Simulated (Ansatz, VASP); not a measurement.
## One calculation of Al2Cu, two programs

```
CELL_PARAMETERS angstrom
-2.04463 2.04463 2.96351
2.04463 -2.04463 2.96351
2.04463 2.04463 -2.96351
ATOMIC_POSITIONS crystal
Al 0.75000 0.25000 0.50000
Al 0.25000 0.75000 0.50000
Cu 0.50000 0.50000 0.00000
```

Change from the starting cell: strain +0.0250 x Voigt [0, 0, 1, 0, 0, 0], atoms carried along.

Alike in both runs: task single point; functional PBE; k mesh 16 × 16 × 16; occupations gaussian, width 0.15 eV; no spin polarisation.

```csv
,VASP,Ansatz
version,VASP 6.6.1,Ansatz 0.2.0
potentials or method,"VASP PAW PBE potentials, release 64 (Al, Cu), cutoff 520 eV","scalar-relativistic, plane waves, PAW"
valence electrons in the cell,17,25
```

|  | VASP | Ansatz | Ansatz less VASP |
| --- | --- | --- | --- |
| gap on the k mesh at the Fermi level (eV) | none | none | - |
| pressure (GPa) | -1.9 | -2.2 | -0.26 |
| traceless stress, the component that is largest in VASP (GPa) | -1.38 | -1.39 | -0.018 |

A gap of «none» marks a metal or a gap that the smearing closes. The functional is the same, so the differences come from potentials, cutoffs and numerics. VASP's potentials hold 17 valence electrons a cell and Ansatz's 25, so a difference there can come from the potentials and not from the codes.
